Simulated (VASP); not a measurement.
Here is a VASP 6.6.1 calculation.

INCAR

```
PREC     = Accurate       # precision mode
ENCUT    = 600            # plane-wave cutoff, eV
EDIFF    = 1E-6           # SCF threshold, eV
ISMEAR   = 0              # smearing method
SIGMA    = 0.1            # smearing width, eV
LREAL    = False          # projectors in reciprocal space
LASPH    = True           # aspherical terms in the spheres
NELM     = 60             # most SCF steps
ALGO     = Normal         # electronic algorithm
ISIF     = 3              # what is computed and relaxed
LWAVE    = False          # write WAVECAR
LCHARG   = False          # write CHGCAR
GGA      = PE             # functional
IBRION   = 2              # ionic algorithm
NSW      = 100            # ionic steps
EDIFFG   = -0.01          # ionic threshold
```

KPOINTS

```
Automatic mesh
0
Gamma
  8 8 8
```

Contents of POSCAR:

```
Li5Cl3
1.0
   -3.3734515041      3.3734515041      3.3734515041
    3.3734515041     -3.3734515041      3.3734515041
    3.3734515041      3.3734515041     -3.3734515041
Li Cl
5 3
Direct
    0.5000000000      0.5000000000      0.5000000000
    0.0000000000      0.0000000000      0.5000000000
    0.0000000000      0.5000000000      0.0000000000
    0.5000000000      0.0000000000      0.0000000000
    0.0000000000      0.0000000000      0.0000000000
    0.0000000000      0.5000000000      0.5000000000
    0.5000000000      0.0000000000      0.5000000000
    0.5000000000      0.5000000000      0.0000000000
```

Potentials or basis: VASP PAW PBE potentials, release 64 (Li_sv, Cl).

Launch:

```console
$ cat potpaw_PBE.64/Li_sv/POTCAR potpaw_PBE.64/Cl/POTCAR > POTCAR
$ mpirun -np 1 vasp_std > vasp.out
```

**Question.** What does it give for the space group after relaxing (to 0.1 Å)?

**Answer.** Im-3m (No. 229).

**Question.** Predict the band gap on the k mesh.

**Answer.** Zero (filled and empty bands touch).

**Question.** Predict the relaxed volume.

**Answer.** 18.95 Å³/atom.

**Question.** What does it give for the relaxed cell?

**Answer.** a = 5.818 Å, b = 5.818 Å, c = 5.818 Å, α = 109.47°, β = 109.47°, γ = 109.47°.

The path:
```csv
step,energy change (eV),largest force (eV/Å),pressure (GPa),volume (Å³)
1,0.0000,0.0000,-0.27,153.56
2,-0.0010,0.0000,-0.17,152.85
3,-0.0017,0.0000,-0.01,151.61
```

Caveat: the cutoff is under 1.25 times the usual one of these potentials, so pressure, stress and relaxed cells hold a basis-set (Pulay) error.
